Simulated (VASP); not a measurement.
# Si (Fd-3m) in VASP: a series of runs

The runs below take Si through single point, with LDA.

Program: VASP 6.6.1. These are calculated values, not measurements. Logs are shortened: lines on timing, memory, paths and dates and some standing lists are left out, and cuts for length are marked.

## Step 1: The cell of the first run

Symmetry: Fd-3m, No. 227, cubic system. The conventional cell has a = 5.190 Å, b = 5.190 Å, c = 5.190 Å, α = 90.00°, β = 90.00°, γ = 90.00°. Si (site symmetry -43m) has 4 Si at 2.25 Å within 3.0 Å.

## Step 2: Single point, LDA

Input file INCAR:

```
SYSTEM = Si
ALGO = Normal
EDIFF = 1E-6
ENCUT = 520
ISIF = 2
ISMEAR = 0
LASPH = .TRUE.
LCHARG = .FALSE.
LREAL = .FALSE.
LWAVE = .FALSE.
NBANDS = 11
NELM = 60
PREC = Accurate
SIGMA = 0.01
```

Input file KPOINTS:

```
k-points
0
G
  8 8 8
  0 0 0
```

Input file POSCAR:

```
Si
1.0
    2.5947505324      2.5947505324      0.0000000000
   -2.5947505324      2.5947505324      0.0000000000
    0.0000000000      2.5947505324      2.5947505324
Si
2
Direct
    0.2500000000      0.7500000000      0.5000000000
    0.0000000000      0.0000000000      0.0000000000
```

Potentials or basis: VASP PAW LDA potentials, release 64 (Si).

Launch:

```
$ cat potpaw_LDA.64/Si/POTCAR > POTCAR
$ mpirun -np 1 vasp_std > vasp.out
```

OUTCAR:

```text
SYSTEM = Si
   EDIFF = 1E-6
   ENCUT = 520
   ISIF = 2
   ISMEAR = 0
   LASPH = .TRUE.
   LREAL = .FALSE.
   NELM = 60
   PREC = Accurate

 ion  position               nearest neighbor table
   1  0.250  0.750  0.500-   2 2.25   2 2.25   2 2.25   2 2.25
   2  0.000  0.000  0.000-   1 2.25   1 2.25   1 2.25   1 2.25

  LATTYP: Found a face centered cubic cell.
 ALAT       =     5.1895010648

  Lattice vectors:

 A1 = (   0.0000000000,   2.5947505324,   2.5947505324)
 A2 = (   2.5947505324,   0.0000000000,   2.5947505324)
 A3 = (   2.5947505324,   2.5947505324,   0.0000000000)

Analysis of symmetry for initial positions (statically):
=====================================================================
 Subroutine PRICEL returns:
 Original cell was already a primitive cell.

 Routine SETGRP: Setting up the symmetry group for a
 face centered cubic supercell.

 Subroutine GETGRP returns: Found 48 space group operations
 (whereof 24 operations were pure point group operations)
 out of a pool of 48 trial point group operations.

The static configuration has the point symmetry T_d .
 The point group associated with its full space group is O_h .

Analysis of symmetry for dynamics (positions and initial velocities):
=====================================================================
 Subroutine PRICEL returns:
 Original cell was already a primitive cell.

 Routine SETGRP: Setting up the symmetry group for a
 face centered cubic supercell.

 Subroutine GETGRP returns: Found 48 space group operations
 (whereof 24 operations were pure point group operations)
 out of a pool of 48 trial point group operations.

The dynamic configuration has the point symmetry T_d .
 The point group associated with its full space group is O_h .

 Subroutine INISYM returns: Found 48 space group operations
 (whereof 24 operations are pure point group operations),
 and found     1 'primitive' translations

----------------------------------------------------------------------------------------

                                     Primitive cell

  volume of cell :      34.9395

  direct lattice vectors                    reciprocal lattice vectors
     2.594750532  2.594750532  0.000000000     0.192696752  0.192696752 -0.192696752
    -2.594750532  2.594750532  0.000000000    -0.192696752  0.192696752 -0.192696752
     0.000000000  2.594750532  2.594750532     0.000000000  0.000000000  0.385393504

  length of vectors
     3.669531394  3.669531394  3.669531394     0.333760565  0.333760565  0.385393504

  position of ions in fractional coordinates (direct lattice)
     0.250000000  0.750000000  0.500000000
     0.000000000  0.000000000  0.000000000

  ion indices of the primitive-cell ions
   primitive index   ion index
                 1           1
                 2           2

----------------------------------------------------------------------------------------

 KPOINTS: k-points

Automatic generation of k-mesh.
 Grid dimensions read from file:
 generate k-points for:    8    8    8

 Generating k-lattice:

  Cartesian coordinates                     Fractional coordinates (reciprocal lattice)
     0.024087094  0.024087094 -0.024087094     0.125000000  0.000000000  0.000000000
    -0.024087094  0.024087094 -0.024087094     0.000000000  0.125000000  0.000000000
     0.000000000  0.000000000  0.048174188     0.000000000  0.000000000  0.125000000

  Length of vectors
     0.041720071  0.041720071  0.048174188

  Shift w.r.t. Gamma in fractional coordinates (k-lattice)
     0.000000000  0.000000000  0.000000000

 Subroutine IBZKPT returns following result:
 ===========================================

 Found     29 irreducible k-points:

 Following reciprocal coordinates:
            Coordinates               Weight
  0.000000  0.000000  0.000000      1.000000
  0.125000  0.000000  0.000000      8.000000
  0.250000  0.000000  0.000000      8.000000
  0.375000  0.000000  0.000000      8.000000
  0.500000  0.000000  0.000000      4.000000
  0.125000  0.125000  0.000000     12.000000
[... 16 lines left out ...]
  0.375000  0.250000  0.125000     48.000000
  0.500000  0.250000  0.125000     24.000000
 [... further k-points ...]
   k-points           NKPTS =     29   k-points in BZ     NKDIM =     29   number of bands    NBANDS=     11
   number of dos      NEDOS =    301   number of ions     NIONS =      2
   total plane-waves  NPLWV =  21952
   dimension x,y,z NGX =    28 NGY =   28 NGZ =   28
   dimension x,y,z NGXF=    56 NGYF=   56 NGZF=   56
   ions per type =               2
   NGX,Y,Z   is equivalent  to a cutoff of  12.69, 12.69, 12.69 a.u.
   NGXF,Y,Z  is equivalent  to a cutoff of  25.37, 25.37, 25.37 a.u.
 SYSTEM =  Si
   PREC   = accura    normal or accurate (medium, high low for compatibility)
   ISTART =      0    job   : 0-new  1-cont  2-samecut
   ICHARG =      2    charge: 1-file 2-atom 10-const
   ISPIN  =      1    spin polarized calculation?
   LNONCOLLINEAR =      F non collinear calculations
   LSORBIT =      F    spin-orbit coupling
   LASPH  =      T    aspherical Exc in radial PAW
   ENCUT  =  520.0 eV  38.22 Ry    6.18 a.u.   6.82  6.82  6.82*2*pi/ulx,y,z
   NELM   =     60;   NELMIN=  2; NELMDL= -5     # of ELM steps
   EDIFF  = 0.1E-05   stopping-criterion for ELM
   LREAL  =      F    real-space projection
   EDIFFG = 0.1E-04   stopping-criterion for IOM
   NSW    =      0    number of steps for IOM
   IBRION =     -1    ionic relax: 0-MD 1-quasi-New 2-CG
   NFREE  =      0    steps in history (QN), initial steepest desc. (CG)
   ISIF   =      2    stress and relaxation
   ISYM   =      2    0-nonsym 1-usesym 2-fastsym
   POTIM  = 0.5000    time-step for ionic-motion
   TEBEG  =    0.0;   TEEND  =   0.0 temperature during run
   PSTRESS=    0.0 pullay stress
   NELECT =       8.0000    total number of electrons
   NUPDOWN=      -1.0000    fix difference up-down
   EMIN   =  10.00;   EMAX   =-10.00  energy-range for DOS
   EFERMI =   0.00;   METHOD = LEGACY
   ISMEAR =     0;   SIGMA  =   0.01  broadening in eV -4-tet -1-fermi 0-gaus
   EFERMI_NEDOS =   21; number of points for ismear=-14 and -15
   IALGO  =     38    algorithm
   IMIX   =      4    mixing-type and parameters
     AMIX     =   0.40;   BMIX     =  1.00
     AMIX_MAG =   1.60;   BMIX_MAG =  1.00
  volume/ion in A,a.u.               =      17.47       117.89
  Fermi-wavevector in a.u.,A,eV,Ry     =   1.001534  1.892626 13.647612  1.003071
  Thomas-Fermi vector in A             =   2.133963
   LORBIT       =      0    0 simple, 1 ext, 2 COOP (PROOUT), +10 PAW based schemes
   GGA     = CA    functional components
   LHFCALC =     F    Hartree Fock is set to
   AEXX    =    0.0000 exact exchange contribution
   IVDW    =     0    specifies the selected vdW correction
   LEPSILON=     F    determine dielectric tensor
   LRPA    =     F    only Hartree local field effects (RPA)
 non-spin polarized calculation
 Gauss-broadening in eV      SIGMA  =   0.01
  energy-cutoff  :      520.00
  volume of cell :       34.94
 maximum number of plane-waves:       960
   NGX = 13   NGY = 13   NGZ = 13

 number of electron       8.0000000 magnetization

 Free energy of the ion-electron system (eV)
  ---------------------------------------------------
  ext. energy  EPLUGINS =         0.00000000
  ---------------------------------------------------
  free energy    TOTEN  =       -11.72469203 eV

  energy without entropy =      -11.72469203  energy(sigma->0) =      -11.72469203

 E-fermi :   7.2936     XC(G=0): -10.1269

 val. band max:        7.2512543322   @ k =   0.0000   0.0000   0.0000
 cond. band min:       7.5298045618   @ k =  -0.3750   0.3750   0.0000
 fundamental gap:      0.2785502297
 Fermi energy:         7.2935921719

 k-point     1 :       0.0000    0.0000    0.0000
  band No.  band energies     occupation
      1      -5.6928      2.00000
      2       7.2513      2.00000
      3       7.2513      2.00000
      4       7.2513      2.00000
      5       9.8216      0.00000
      6       9.8216      0.00000
      7       9.8216      0.00000
      8      12.0902      0.00000
      9      15.0346      0.00000
     10      15.0346      0.00000
     11      15.5378      0.00000

 k-point     2 :       0.1250    0.0000    0.0000
  band No.  band energies     occupation
      1      -5.4637      2.00000
      2       5.5667      2.00000
      3       6.9203      2.00000
      4       6.9203      2.00000
      5       9.9996      0.00000
      6      10.3050      0.00000
      7      10.3050      0.00000
      8      13.1929      0.00000
      9      14.4756      0.00000
     10      14.4756      0.00000
     11      16.4090      0.00000

 k-point     3 :       0.2500    0.0000    0.0000
  band No.  band energies     occupation
      1      -4.7918      2.00000
      2       3.0220      2.00000
      3       6.4029      2.00000
      4       6.4029      2.00000
      5       9.6366      0.00000
      6      10.8085      0.00000
      7      10.8085      0.00000
      8      14.4643      0.00000
      9      14.4643      0.00000
     10      15.1186      0.00000
     11      16.6153      0.00000

 k-point     4 :       0.3750    0.0000    0.0000
  band No.  band energies     occupation
      1      -3.7644      2.00000
      2       0.7643      2.00000
      3       6.0546      2.00000
      4       6.0546      2.00000
      5       9.2967      0.00000
      6      10.6186      0.00000
      7      10.6186      0.00000
      8      15.1902      0.00000
      9      16.0740      0.00000
     10      16.0740      0.00000
     11      18.0654      0.00000
[... 239 lines left out ...]
 k-point    22 :       0.2500    0.2500    0.1250
  band No.  band energies     occupation
      1      -4.1959      2.00000
      2       2.8072      2.00000
      3       4.1239      2.00000
      4       5.6501      2.00000
      5       9.6580      0.00000
      6      11.1780      0.00000
      7      11.6295      0.00000
      8      13.0894      0.00000
      9      15.4594      0.00000
     10      18.5447      0.00000
     11      19.0038      0.00000

 k-point    23 :       0.3750    0.2500    0.1250
  band No.  band energies     occupation
      1      -3.1769      2.00000
      2       1.0281      2.00000
      3       3.5032      2.00000
      4       5.0456      2.00000
      5      10.0787      0.00000
      6      10.8786      0.00000
      7      12.4441      0.00000
      8      13.5341      0.00000
      9      16.7857      0.00000
     10      17.5881      0.00000
     11      19.7911      0.00000

 k-point    24 :       0.5000    0.2500    0.1250
  band No.  band energies     occupation
      1      -2.3888      2.00000
      2      -0.1029      2.00000
      3       3.3968      2.00000
      4       4.7670      2.00000
      5      10.1929      0.00000
      6      10.4973      0.00000
      7      13.4624      0.00000
      8      14.7075      0.00000
      9      15.1341      0.00000
     10      18.1977      0.00000
     11      19.8570      0.00000

 [... further k-points ...]
[... 5 lines left out ...]
  --------------------------------------------------------------------------------------
  -------------------------------------------------------------------------------------
  Total        3.2860774      3.2860774      3.2860774      0.0000000      0.0000000      0.0000000
  in kB      150.6855295    150.6855295    150.6855295      0.0000000      0.0000000      0.0000000
  external PRESSURE =     150.6855295 kB  Pullay stress =       0.0000000 kB

 VOLUME and BASIS-vectors are now :
 -----------------------------------------------------------------------------
  energy-cutoff  :      520.00
  volume of cell :       34.94
      direct lattice vectors                 reciprocal lattice vectors
     2.594750532  2.594750532  0.000000000     0.192696752  0.192696752 -0.192696752
    -2.594750532  2.594750532  0.000000000    -0.192696752  0.192696752 -0.192696752
     0.000000000  2.594750532  2.594750532     0.000000000  0.000000000  0.385393504

 POSITION                                       TOTAL-FORCE (eV/Angst)
 -----------------------------------------------------------------------------------
     -1.29738      3.89213      1.29738         0.000000      0.000000     -0.000000
      0.00000      0.00000      0.00000        -0.000000     -0.000000      0.000000
 -----------------------------------------------------------------------------------
    total drift:                                0.000000     -0.000000     -0.000000

  FREE ENERGIE OF THE ION-ELECTRON SYSTEM (eV)
  ---------------------------------------------------
  free  energy   TOTEN  =       -11.7246920319 eV

  energy  without entropy=      -11.7246920319  energy(sigma->0) =      -11.72469203
```

Run time: 6.9 s. Hardware: 1 thread of Intel Xeon Platinum 8375C at 2.90GHz (Ice Lake), shared host; peak memory 0.13 GiB.

Results:

| Quantity | Value |
| --- | --- |
| Free energy | -11.7247 eV |
| Pressure | 15.1 GPa |
| Band gap on the k mesh | 0.28 eV, indirect (least direct gap 2.57 eV) |

A k mesh can miss the band edges.

## Step 3: Single point, LDA

This run uses another cell than the first one, of 19.32 Å³/atom, 1.106 times its volume.

Input file INCAR:

```
PREC = Accurate
ENCUT = 520
EDIFF = 1E-6
ISMEAR = 0
SIGMA = 0.01
LREAL = F
LASPH = T
NELM = 80
ALGO = Normal
ISIF = 2
LWAVE = F
LCHARG = F
NBANDS = 11
```

Input file KPOINTS:

```
regular mesh
0
Gamma
  8 8 8
```

Input file POSCAR:

```
Si
1.0
    2.6832159266      2.6832159266      0.0000000000
   -2.6832159266      2.6832159266      0.0000000000
    0.0000000000      2.6832159266      2.6832159266
Si
2
Direct
    0.2500000000      0.7500000000      0.5000000000
    0.0000000000      0.0000000000      0.0000000000
```

Potentials or basis: VASP PAW LDA potentials, release 64 (Si).

Launch:

```
$ cat potpaw_LDA.64/Si/POTCAR > POTCAR
$ mpirun -np 1 vasp_std > vasp.out
```

Wall time 8.1 s (1 thread of Intel Xeon Platinum 8375C at 2.90GHz (Ice Lake), shared host); peak memory 0.13 GiB.

Results (log left out):

* Free energy: -11.9105 eV
* Pressure: 2.1 GPa
* Band gap on the k mesh: 0.46 eV, indirect (least direct gap 2.54 eV)

Levels at points of the mesh, in eV from the valence-band top:
```csv
k point,band 1,band 2,band 3,band 4,band 5,band 6,band 7,band 8
"(0.00, 0.00, 0.00)",-12.21,0.00,0.00,0.00,2.54,2.54,2.54,3.62
"(0.50, 0.00, 0.00)",-9.77,-7.16,-1.23,-1.23,1.56,3.27,3.27,7.56
"(0.50, 0.50, 0.00)",-7.93,-7.93,-2.95,-2.95,0.53,0.53,10.29,10.29
```

A k mesh can miss the band edges. A hybrid or GW would open this gap; LDA tends to underestimate it.
